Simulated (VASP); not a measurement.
# MgO (CsCl type) (Pm-3m) in VASP: notebook, part 2 of 2

VASP 6.6.1.

## 3. Single point, PBEsol (volume scaled by 1.2)

Input file INCAR:

```
PREC = Accurate
ENCUT = 600
EDIFF = 1E-6
ISMEAR = 0
SIGMA = 0.01
LREAL = False
LASPH = True
NELM = 120
ALGO = Normal
ISIF = 2
LWAVE = False
LCHARG = True
GGA = PS
LELF = True
LVHAR = True
NBANDS = 11
GGA_COMPAT = False
```

Input file KPOINTS:

```
regular mesh
0
Gamma
  12 12 12
```

Input file POSCAR:

```
MgO
1.0
    2.2315829953      0.0000000000      0.0000000000
    0.0000000000      2.2315829953      0.0000000000
    0.0000000000      0.0000000000      2.2315829953
Mg O
1 1
Direct
    0.0000000000      0.0000000000      0.0000000000
    0.5000000000      0.5000000000      0.5000000000
```

Potentials or basis: VASP PAW PBE potentials, release 64 (Mg, O).

Started as:

```console
cat potpaw_PBE.64/Mg/POTCAR potpaw_PBE.64/O/POTCAR > POTCAR
mpirun -np 1 vasp_std > vasp.out
```

OUTCAR:

```text
PREC = Accurate
   ENCUT = 600
   EDIFF = 1E-6
   ISMEAR = 0
   LREAL = False
   LASPH = True
   NELM = 120
   ISIF = 2
   GGA = PS

 ion  position               nearest neighbor table
   1  0.000  0.000  0.000-   2 1.93   2 1.93   2 1.93   2 1.93   2 1.93   2 1.93   2 1.93   2 1.93

   2  0.500  0.500  0.500-   1 1.93   1 1.93   1 1.93   1 1.93   1 1.93   1 1.93   1 1.93   1 1.93

  LATTYP: Found a simple cubic cell.
 ALAT       =     2.2315829953

  Lattice vectors:

 A1 = (   2.2315829953,   0.0000000000,   0.0000000000)
 A2 = (   0.0000000000,   2.2315829953,   0.0000000000)
 A3 = (   0.0000000000,   0.0000000000,   2.2315829953)

Analysis of symmetry for initial positions (statically):
=====================================================================
 Subroutine PRICEL returns:
 Original cell was already a primitive cell.

 Routine SETGRP: Setting up the symmetry group for a
 simple cubic supercell.

 Subroutine GETGRP returns: Found 48 space group operations
 (whereof 48 operations were pure point group operations)
 out of a pool of 48 trial point group operations.

The static configuration has the point symmetry O_h .

Analysis of symmetry for dynamics (positions and initial velocities):
=====================================================================
 Subroutine PRICEL returns:
 Original cell was already a primitive cell.

 Routine SETGRP: Setting up the symmetry group for a
 simple cubic supercell.

 Subroutine GETGRP returns: Found 48 space group operations
 (whereof 48 operations were pure point group operations)
 out of a pool of 48 trial point group operations.

The dynamic configuration has the point symmetry O_h .

 Subroutine INISYM returns: Found 48 space group operations
 (whereof 48 operations are pure point group operations),
 and found     1 'primitive' translations

----------------------------------------------------------------------------------------

                                     Primitive cell

  volume of cell :      11.1132

  direct lattice vectors                    reciprocal lattice vectors
     2.231582995  0.000000000  0.000000000     0.448112395  0.000000000  0.000000000
     0.000000000  2.231582995  0.000000000     0.000000000  0.448112395  0.000000000
     0.000000000  0.000000000  2.231582995     0.000000000  0.000000000  0.448112395

  length of vectors
     2.231582995  2.231582995  2.231582995     0.448112395  0.448112395  0.448112395

  position of ions in fractional coordinates (direct lattice)
     0.000000000  0.000000000  0.000000000
     0.500000000  0.500000000  0.500000000

  ion indices of the primitive-cell ions
   primitive index   ion index
                 1           1
                 2           2

----------------------------------------------------------------------------------------

 KPOINTS: regular mesh

Automatic generation of k-mesh.
 Grid dimensions read from file:
 generate k-points for:   12   12   12

 Generating k-lattice:

  Cartesian coordinates                     Fractional coordinates (reciprocal lattice)
     0.037342700  0.000000000  0.000000000     0.083333333  0.000000000  0.000000000
[... 40 lines left out ...]
 [... further k-points ...]
   k-points           NKPTS =     84   k-points in BZ     NKDIM =     84   number of bands    NBANDS=     11
   number of dos      NEDOS =    301   number of ions     NIONS =      2
   total plane-waves  NPLWV =   5832
   dimension x,y,z NGX =    18 NGY =   18 NGZ =   18
   dimension x,y,z NGXF=    36 NGYF=   36 NGZF=   36
   ions per type =               1   1
   NGX,Y,Z   is equivalent  to a cutoff of  13.41, 13.41, 13.41 a.u.
   NGXF,Y,Z  is equivalent  to a cutoff of  26.82, 26.82, 26.82 a.u.
 SYSTEM =  unknown system
   PREC   = accura    normal or accurate (medium, high low for compatibility)
   ISTART =      0    job   : 0-new  1-cont  2-samecut
   ICHARG =      2    charge: 1-file 2-atom 10-const
   ISPIN  =      1    spin polarized calculation?
   LNONCOLLINEAR =      F non collinear calculations
   LSORBIT =      F    spin-orbit coupling
   LASPH  =      T    aspherical Exc in radial PAW
   ENCUT  =  600.0 eV  44.10 Ry    6.64 a.u.   4.46  4.46  4.46*2*pi/ulx,y,z
   NELM   =    120;   NELMIN=  2; NELMDL= -5     # of ELM steps
   EDIFF  = 0.1E-05   stopping-criterion for ELM
   LREAL  =      F    real-space projection
   EDIFFG = 0.1E-04   stopping-criterion for IOM
   NSW    =      0    number of steps for IOM
   IBRION =     -1    ionic relax: 0-MD 1-quasi-New 2-CG
   NFREE  =      0    steps in history (QN), initial steepest desc. (CG)
   ISIF   =      2    stress and relaxation
   ISYM   =      2    0-nonsym 1-usesym 2-fastsym
   POTIM  = 0.5000    time-step for ionic-motion
   TEBEG  =    0.0;   TEEND  =   0.0 temperature during run
   PSTRESS=    0.0 pullay stress
   NELECT =       8.0000    total number of electrons
   NUPDOWN=      -1.0000    fix difference up-down
   EMIN   =  10.00;   EMAX   =-10.00  energy-range for DOS
   EFERMI =   0.00;   METHOD = LEGACY
   ISMEAR =     0;   SIGMA  =   0.01  broadening in eV -4-tet -1-fermi 0-gaus
   EFERMI_NEDOS =   21; number of points for ismear=-14 and -15
   IALGO  =     38    algorithm
   IMIX   =      4    mixing-type and parameters
     AMIX     =   0.40;   BMIX     =  1.00
     AMIX_MAG =   1.60;   BMIX_MAG =  1.00
  volume/ion in A,a.u.               =       5.56        37.50
  Fermi-wavevector in a.u.,A,eV,Ry     =   1.467208  2.772622 29.289265  2.152700
  Thomas-Fermi vector in A             =   2.582854
   LORBIT       =      0    0 simple, 1 ext, 2 COOP (PROOUT), +10 PAW based schemes
   GGA     = PS    functional components
   LHFCALC =     F    Hartree Fock is set to
   AEXX    =    0.0000 exact exchange contribution
   IVDW    =     0    specifies the selected vdW correction
   LEPSILON=     F    determine dielectric tensor
   LRPA    =     F    only Hartree local field effects (RPA)
 non-spin polarized calculation
 Gauss-broadening in eV      SIGMA  =   0.01
  energy-cutoff  :      600.00
  volume of cell :       11.11
 maximum number of plane-waves:       384
 NGX is ok and might be reduce to    18
   NGX =  9   NGY =  9   NGZ =  9

 number of electron       7.9999995 magnetization

 Free energy of the ion-electron system (eV)
  ---------------------------------------------------
  ext. energy  EPLUGINS =         0.00000000
  ---------------------------------------------------
  free energy    TOTEN  =        -8.05567508 eV

  energy without entropy =       -8.05567508  energy(sigma->0) =       -8.05567508

 E-fermi :  11.0038     XC(G=0): -14.1606

 val. band max:       10.7915543608   @ k =   0.5000   0.5000   0.0000
 cond. band min:      17.3838063431   @ k =   0.5000   0.5000   0.0000
 fundamental gap:      6.5922519823
 Fermi energy:        11.0037684909

 k-point     1 :       0.0000    0.0000    0.0000
  band No.  band energies     occupation
      1     -12.1528      2.00000
      2       9.1031      2.00000
      3       9.1031      2.00000
      4       9.1031      2.00000
      5      19.8577      0.00000
      6      21.4267      0.00000
      7      21.4267      0.00000
      8      40.8004      0.00000
      9      40.8004      0.00000
     10      40.8004      0.00000
     11      45.4506      0.00000
[... 309 lines left out ...]
 k-point    24 :       0.4167    0.3333    0.0000
  band No.  band energies     occupation
      1      -8.3526      2.00000
      2       2.6851      2.00000
      3       4.3373      2.00000
      4      10.4068      2.00000
      5      19.7140      0.00000
      6      26.1920      0.00000
      7      28.8023      0.00000
      8      31.6567      0.00000
      9      34.4550      0.00000
     10      35.3762      0.00000
     11      41.9171      0.00000

 [... further k-points ...]

------------------------ aborting loop because EDIFF is reached ----------------------------------------

  FORCE on cell =-STRESS in cart. coord.  units (eV):
  Direction    XX          YY          ZZ          XY          YZ          ZX
  --------------------------------------------------------------------------------------
  -------------------------------------------------------------------------------------
  Total       14.2063338     14.2063338     14.2063338     -0.0000000      0.0000000      0.0000000
  in kB     2048.1108911   2048.1108911   2048.1108911     -0.0000000      0.0000000      0.0000000
  external PRESSURE =    2048.1108911 kB  Pullay stress =       0.0000000 kB

 VOLUME and BASIS-vectors are now :
 -----------------------------------------------------------------------------
  energy-cutoff  :      600.00
  volume of cell :       11.11
      direct lattice vectors                 reciprocal lattice vectors
     2.231582995  0.000000000  0.000000000     0.448112395  0.000000000  0.000000000
     0.000000000  2.231582995  0.000000000     0.000000000  0.448112395  0.000000000
     0.000000000  0.000000000  2.231582995     0.000000000  0.000000000  0.448112395

 POSITION                                       TOTAL-FORCE (eV/Angst)
 -----------------------------------------------------------------------------------
      0.00000      0.00000      0.00000         0.000000      0.000000      0.000000
      1.11579      1.11579      1.11579         0.000000      0.000000      0.000000
 -----------------------------------------------------------------------------------
    total drift:                                0.000000     -0.000000      0.000000

  FREE ENERGIE OF THE ION-ELECTRON SYSTEM (eV)
  ---------------------------------------------------
  free  energy   TOTEN  =        -8.0556750842 eV

  energy  without entropy=       -8.0556750842  energy(sigma->0) =       -8.05567508
```

OSZICAR:

```text
N       E                     dE             d eps       ncg     rms          rms(c)
DAV:   1     0.240390120116E+02    0.24039E+02   -0.54664E+03  2080   0.776E+02
DAV:   2    -0.953658453725E+01   -0.33576E+02   -0.32615E+02  2177   0.167E+02
DAV:   3    -0.101034188736E+02   -0.56683E+00   -0.56634E+00  2242   0.185E+01
DAV:   4    -0.101041793687E+02   -0.76050E-03   -0.76048E-03  2082   0.751E-01
DAV:   5    -0.101041804651E+02   -0.10964E-05   -0.10964E-05  2149   0.267E-02    0.793E+00
DAV:   6    -0.819831851214E+01    0.19059E+01   -0.58091E+00  1872   0.164E+01    0.209E+00
DAV:   7    -0.808820397541E+01    0.11011E+00   -0.24462E-01  2105   0.372E+00    0.131E+00
DAV:   8    -0.805585234733E+01    0.32352E-01   -0.13619E-02  2224   0.128E+00    0.132E-01
DAV:   9    -0.805569180632E+01    0.16054E-03   -0.35822E-04  2151   0.137E-01    0.677E-02
DAV:  10    -0.805567532811E+01    0.16478E-04   -0.86827E-05  2003   0.717E-02    0.669E-03
DAV:  11    -0.805567508424E+01    0.24387E-06   -0.80128E-07  1491   0.924E-03
   1 F= -.80556751E+01 E0= -.80556751E+01  d E =0.000000E+00
```

stdout:

```text
POSCAR found type information on POSCAR MgO
 POSCAR found :  2 types and       2 ions
 scaLAPACK will be used
 -----------------------------------------------------------------------------
|                                                                             |
|                                                                             |
|     You enforced a specific xc type in the INCAR file but a different       |
|     I HOPE YOU KNOW WHAT YOU ARE DOING!                                     |
|                                                                             |
 -----------------------------------------------------------------------------

 LDA part: xc-table for (Slater+PW92), standard interpolation
 POSCAR, INCAR and KPOINTS ok, starting setup
 FFT: planning ... GRIDC
 FFT: planning ... GRID_SOFT
 FFT: planning ... GRID
 WAVECAR not read
 entering main loop
```

It took 6.8 s on 1 thread of Intel Xeon 6975P-C (Granite Rapids), shared host; peak memory 0.12 GiB.

What came out:

- Free energy: -8.0557 eV
- Pressure: 204.8 GPa
- Band gap on the k mesh: 6.59 eV, direct

Caveat: the PAW data sets were made with another functional, which shifts forces and pressure a little. A k mesh can miss the band edges.

## 4. Single point, PBEsol (volume scaled by 1.3)

Edit INCAR of step 3 so:

```diff
@@ -11,6 +11,4 @@
 LWAVE = False
-LCHARG = True
+LCHARG = False
 GGA = PS
-LELF = True
-LVHAR = True
 NBANDS = 11
```

KPOINTS is that of step 3.

Input file POSCAR:

```
MgO
1.0
    2.2919250544      0.0000000000      0.0000000000
    0.0000000000      2.2919250544      0.0000000000
    0.0000000000      0.0000000000      2.2919250544
Mg O
1 1
Direct
    0.0000000000      0.0000000000      0.0000000000
    0.5000000000      0.5000000000      0.5000000000
```

Started as:

```console
cat potpaw_PBE.64/Mg/POTCAR potpaw_PBE.64/O/POTCAR > POTCAR
mpirun -np 1 vasp_std > vasp.out
```

Run time: 6.5 s. Hardware: 1 thread of Intel Xeon 6975P-C (Granite Rapids), shared host; peak memory 0.13 GiB.

The run converged. Its results:

```yaml
Free_energy: -9.0625 eV
Pressure: 145.2 GPa
Band_gap_on_the_k_mesh: 6.31 eV, direct
```

Levels at points of the mesh, in eV from the valence-band top:
```tsv
k point	band 1	band 2	band 3	band 4	band 5	band 6	band 7	band 8	band 9
(0.00, 0.00, 0.00)	-22.08	-1.57	-1.57	-1.57	7.68	10.66	10.66	28.17	28.17
(0.50, 0.00, 0.00)	-19.60	-9.64	-1.03	-1.03	11.45	14.73	16.46	19.38	23.04
(0.50, 0.50, 0.00)	-17.99	-7.21	-7.21	0.00	6.31	17.01	17.36	17.36	22.40
(0.50, 0.50, 0.50)	-15.99	-6.19	-6.19	-6.19	9.36	9.36	9.36	24.90	24.90
```

Caveat: the PAW data sets were made with another functional, which shifts forces and pressure a little. A k mesh can miss the band edges.

## 5. Summary

| cell | gap on the mesh (eV) | pressure (GPa) |
| --- | --- | --- |
| a = 2.128 Å, 2 atoms | 7.10 | 355.8 |
| a = 2.232 Å, 2 atoms | 6.59 | 204.8 |
| a = 2.292 Å, 2 atoms | 6.31 | 145.2 |

Alike in all rows: task single point; level PBEsol; potentials or basis VASP PAW PBE potentials, release 64 (Mg, O); no spin polarisation; k mesh 12 × 12 × 12; cutoff (eV) 600; smearing gaussian 0.01 eV.

Caveats: the PAW data sets were made with another functional, which shifts forces and pressure a little.

Total energies depend on the potentials used, so only differences within one code and one set of settings carry meaning.
